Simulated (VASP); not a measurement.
Write the native input for VASP 6.6.1 that does the following.

```yaml
Task: single point
Functional: PBE
Potentials_or_basis: VASP PAW PBE potentials, release 64 (Rb_sv, Hg)
Cutoff: 520 eV
k_mesh: 6 × 6 × 4
Occupations: gaussian, width 0.1 eV
Spin: no spin polarisation
Dipole_correction: no
Further_INCAR_settings: ALGO = Normal; EDIFF = 1e-07; NBANDS = 18
```

The structure of RbHg lies in POSCAR:

```
RbHg
1.0
    3.4612332600      0.0000000000      0.0000000000
   -1.7306166300      2.9975159400      0.0000000000
    0.0000000000      0.0000000000      6.5081268500
Rb Hg
1 1
Direct
    0.0000000000      0.0000000000      0.5000000000
    0.0000000000      0.0000000000      0.0000000000
```

These files were run (other wordings do the same):

INCAR

```
PREC = Accurate ; ENCUT = 520
EDIFF = 1E-7 ; ISMEAR = 0
SIGMA = 0.1 ; LREAL = F
LASPH = T ; NELM = 100
ALGO = Normal ; ISIF = 2
LWAVE = F ; LCHARG = F
GGA = PE ; NBANDS = 18
```

KPOINTS

```
regular mesh
0
Gamma
  6 6 4
```

Potentials or basis: VASP PAW PBE potentials, release 64 (Rb_sv, Hg).

Command:

```console
$ cat potpaw_PBE.64/Rb_sv/POTCAR potpaw_PBE.64/Hg/POTCAR > POTCAR
$ mpirun -np 1 vasp_std > vasp.out
```

Results of the run:

| Property | Result |
| --- | --- |
| Pressure | 5.6 GPa |

Wall time 15 s on 1 thread of Intel(R) Xeon(R) 6975P-C (Granite Rapids), with other jobs on the host, peak memory 0.19 GiB.
